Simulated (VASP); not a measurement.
# ScIr (Pm-3m) in VASP: single point with LDA

Aim: the single point of ScIr with LDA.

All numbers are computed with VASP 6.6.1; they aren't measurements. Logs are shortened: lines on timing, memory, paths and dates and some standing lists are left out, and cuts for length are marked.

## 1. The cell of the first run

The structure is cubic, space group Pm-3m (No. 221). The conventional cell has a = 3.206 Å, b = 3.206 Å, c = 3.206 Å, α = 90.00°, β = 90.00°, γ = 90.00°. Sc (site symmetry m-3m) has 8 Ir at 2.78 Å and 6 Sc at 3.21 Å within 3.7 Å. Within 3.7 Å of Ir (site symmetry m-3m) lie 8 Sc at 2.78 Å and 6 Ir at 3.21 Å.

## 2. Single point, LDA

INCAR

```
  ALGO = Normal
  EDIFF = 1E-6
  ENCUT = 520
  GGA = CA
  ISIF = 2
  ISMEAR = -1
  LASPH = T
  LCHARG = F
  LREAL = F
  LWAVE = F
  NBANDS = 17
  NELM = 60
  PREC = Accurate
  SIGMA = 0.05
```

KPOINTS

```
k-points
0
Gamma
  9 9 9
```

POSCAR

```
ScIr
1.0
    3.2060000000      0.0000000000      0.0000000000
    0.0000000000      3.2060000000      0.0000000000
    0.0000000000      0.0000000000      3.2060000000
Sc Ir
1 1
Direct
    0.5000000000      0.5000000000      0.5000000000
    0.0000000000      0.0000000000      0.0000000000
```

Potentials or basis: VASP PAW LDA potentials, release 64 (Sc_sv, Ir).

Run with:

```console
$ cat potpaw_LDA.64/Sc_sv/POTCAR potpaw_LDA.64/Ir/POTCAR > POTCAR
$ mpirun -np 1 vasp_std > vasp.out
```

OUTCAR:

```text
EDIFF = 1E-6
   ENCUT = 520
   GGA = CA
   ISIF = 2
   ISMEAR = -1
   LASPH = T
   LREAL = F
   NELM = 60
   PREC = Accurate

 ion  position               nearest neighbor table
   1  0.500  0.500  0.500-   2 2.78   2 2.78   2 2.78   2 2.78   2 2.78   2 2.78   2 2.78   2 2.78

   2  0.000  0.000  0.000-   1 2.78   1 2.78   1 2.78   1 2.78   1 2.78   1 2.78   1 2.78   1 2.78

  LATTYP: Found a simple cubic cell.
 ALAT       =     3.2060000000

  Lattice vectors:

 A1 = (   3.2060000000,   0.0000000000,   0.0000000000)
 A2 = (   0.0000000000,   3.2060000000,   0.0000000000)
 A3 = (   0.0000000000,   0.0000000000,   3.2060000000)

Analysis of symmetry for initial positions (statically):
=====================================================================
 Subroutine PRICEL returns:
 Original cell was already a primitive cell.

 Routine SETGRP: Setting up the symmetry group for a
 simple cubic supercell.

 Subroutine GETGRP returns: Found 48 space group operations
 (whereof 48 operations were pure point group operations)
 out of a pool of 48 trial point group operations.

The static configuration has the point symmetry O_h .

Analysis of symmetry for dynamics (positions and initial velocities):
=====================================================================
 Subroutine PRICEL returns:
 Original cell was already a primitive cell.

 Routine SETGRP: Setting up the symmetry group for a
 simple cubic supercell.

 Subroutine GETGRP returns: Found 48 space group operations
 (whereof 48 operations were pure point group operations)
 out of a pool of 48 trial point group operations.

The dynamic configuration has the point symmetry O_h .

 Subroutine INISYM returns: Found 48 space group operations
 (whereof 48 operations are pure point group operations),
 and found     1 'primitive' translations

----------------------------------------------------------------------------------------

                                     Primitive cell

  volume of cell :      32.9527

  direct lattice vectors                    reciprocal lattice vectors
     3.206000000  0.000000000  0.000000000     0.311915159  0.000000000  0.000000000
     0.000000000  3.206000000  0.000000000     0.000000000  0.311915159  0.000000000
     0.000000000  0.000000000  3.206000000     0.000000000  0.000000000  0.311915159

[... 79 lines left out ...]
   LSORBIT =      F    spin-orbit coupling
   LASPH  =      T    aspherical Exc in radial PAW
   ENCUT  =  520.0 eV  38.22 Ry    6.18 a.u.   5.96  5.96  5.96*2*pi/ulx,y,z
   NELM   =     60;   NELMIN=  2; NELMDL= -5     # of ELM steps
   EDIFF  = 0.1E-05   stopping-criterion for ELM
   LREAL  =      F    real-space projection
   EDIFFG = 0.1E-04   stopping-criterion for IOM
   NSW    =      0    number of steps for IOM
   IBRION =     -1    ionic relax: 0-MD 1-quasi-New 2-CG
   NFREE  =      0    steps in history (QN), initial steepest desc. (CG)
   ISIF   =      2    stress and relaxation
   ISYM   =      2    0-nonsym 1-usesym 2-fastsym
   POTIM  = 0.5000    time-step for ionic-motion
   TEBEG  =    0.0;   TEEND  =   0.0 temperature during run
   PSTRESS=    0.0 pullay stress
   NELECT =      20.0000    total number of electrons
   NUPDOWN=      -1.0000    fix difference up-down
   EMIN   =  10.00;   EMAX   =-10.00  energy-range for DOS
   EFERMI =   0.00;   METHOD = LEGACY
   ISMEAR =    -1;   SIGMA  =   0.05  broadening in eV -4-tet -1-fermi 0-gaus
   EFERMI_NEDOS =   21; number of points for ismear=-14 and -15
   IALGO  =     38    algorithm
   IMIX   =      4    mixing-type and parameters
     AMIX     =   0.40;   BMIX     =  1.00
     AMIX_MAG =   1.60;   BMIX_MAG =  1.00
  volume/ion in A,a.u.               =      16.48       111.19
  Fermi-wavevector in a.u.,A,eV,Ry     =   1.386079  2.619309 26.139716  1.921215
  Thomas-Fermi vector in A             =   2.510429
   LORBIT       =      0    0 simple, 1 ext, 2 COOP (PROOUT), +10 PAW based schemes
   GGA     = CA    functional components
   LHFCALC =     F    Hartree Fock is set to
   AEXX    =    0.0000 exact exchange contribution
   IVDW    =     0    specifies the selected vdW correction
   LEPSILON=     F    determine dielectric tensor
   LRPA    =     F    only Hartree local field effects (RPA)
 non-spin polarized calculation
  energy-cutoff  :      520.00
  volume of cell :       32.95
 maximum number of plane-waves:       905
 NGX is ok and might be reduce to    24
   NGX = 11   NGY = 11   NGZ = 11

 number of electron      20.0000008 magnetization

 Free energy of the ion-electron system (eV)
  ---------------------------------------------------
  ext. energy  EPLUGINS =         0.00000000
  ---------------------------------------------------
  free energy    TOTEN  =       -19.18088830 eV

  energy without entropy =      -19.18038345  energy(sigma->0) =      -19.18063587

 E-fermi :   7.0817     XC(G=0): -12.5970

 val. band max:        6.8962400244   @ k =   0.4444   0.4444   0.0000
 cond. band min:       7.2891872268   @ k =   0.4444   0.4444   0.4444
 fundamental gap:      0.3929472024
 Fermi energy:         7.0817279945

 k-point     1 :       0.0000    0.0000    0.0000
  band No.  band energies     occupation
      1     -41.4766      2.00000
      2     -20.3505      2.00000
      3     -20.3505      2.00000
      4     -20.3505      2.00000
      5      -0.7833      2.00000
      6       2.1965      2.00000
[... 457 lines left out ...]
      4     -20.3467      2.00000
      5       2.2434      2.00000
      6       2.7180      2.00000
[... 9 lines left out ...]
     16      12.4770      0.00000
     17      15.8484      0.00000

 [... further k-points ...]

------------------------ aborting loop because EDIFF is reached ----------------------------------------

  FORCE on cell =-STRESS in cart. coord.  units (eV):
  Direction    XX          YY          ZZ          XY          YZ          ZX
  --------------------------------------------------------------------------------------
  -------------------------------------------------------------------------------------
  Total       -1.3478166     -1.3478166     -1.3478166      0.0000000      0.0000000     -0.0000000
  in kB      -65.5316075    -65.5316075    -65.5316075      0.0000000      0.0000000     -0.0000000
  external PRESSURE =     -65.5316075 kB  Pullay stress =       0.0000000 kB

 VOLUME and BASIS-vectors are now :
 -----------------------------------------------------------------------------
  energy-cutoff  :      520.00
  volume of cell :       32.95
      direct lattice vectors                 reciprocal lattice vectors
     3.206000000  0.000000000  0.000000000     0.311915159  0.000000000  0.000000000
     0.000000000  3.206000000  0.000000000     0.000000000  0.311915159  0.000000000
     0.000000000  0.000000000  3.206000000     0.000000000  0.000000000  0.311915159

 POSITION                                       TOTAL-FORCE (eV/Angst)
 -----------------------------------------------------------------------------------
      1.60300      1.60300      1.60300         0.000000      0.000000      0.000000
      0.00000      0.00000      0.00000         0.000000      0.000000      0.000000
 -----------------------------------------------------------------------------------
    total drift:                                0.000000      0.000000     -0.000000

  FREE ENERGIE OF THE ION-ELECTRON SYSTEM (eV)
  ---------------------------------------------------
  free  energy   TOTEN  =       -19.1808882977 eV

  energy  without entropy=      -19.1803834511  energy(sigma->0) =      -19.18063587
```

Run time: 18 s. Hardware: 1 thread of AMD EPYC 7R13 (Zen 3), shared host; peak memory 0.11 GiB.

Results:

```yaml
Free_energy: -19.1809 eV
Pressure: -6.6 GPa
Band_gap_on_the_k_mesh: 0.39 eV (least direct gap 1.28 eV)
```

Caveat: the cell stands under tension; spin-orbit coupling is left out, which moves the levels of the heavy elements; an odd mesh through Γ misses points on the zone boundary, where band edges can lie.
